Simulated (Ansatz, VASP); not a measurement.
**Al2P3 in VASP and in Ansatz**

```
Al P
1.0
     7.28704    0.00000    0.00000
     0.00000    7.28704    0.00000
     0.00000    0.00000    2.86812
Al P
4 6
Direct
  0.84528 0.34528 0.00000
  0.65472 0.84528 0.00000
  0.15472 0.65472 0.00000
  0.34528 0.15472 0.00000
  0.50000 0.50000 0.00000
  0.00000 0.00000 0.00000
  0.64636 0.14636 0.50000
  0.85364 0.64636 0.50000
  0.35364 0.85364 0.50000
  0.14636 0.35364 0.50000
```

Change from the starting cell: species swapped into the Zr3Ga2 type (P4/mbm, No. 127).

Alike in both runs: functional PBE; k mesh 4 × 4 × 4; occupations gaussian, width 0.1 eV; no spin polarisation.

Ansatz relaxed the structure, and its values are those at the end. VASP's run is a single point on that final structure, the one shown.

```csv
,VASP,Ansatz
version,VASP 6.6.1,Ansatz 0.2.0
potentials or method,"VASP PAW PBE potentials, release 64 (Al, P), cutoff 520 eV","scalar-relativistic, plane waves, PAW"
valence electrons in the cell,42,42
```

```tsv
	VASP	Ansatz	Ansatz less VASP
gap on the k mesh at the Fermi level (eV)	none	none	-
pressure (GPa)	-0.2	-0.1	+0.11
rms of the force components (eV/Å)	0.005	0.005	0.0000
```

A gap of «none» marks a metal or a gap that the smearing closes. With one functional, cell and mesh, what is left measures potentials, basis and numerics.

The k mesh is coarse, so the values compare programs but aren't converged.
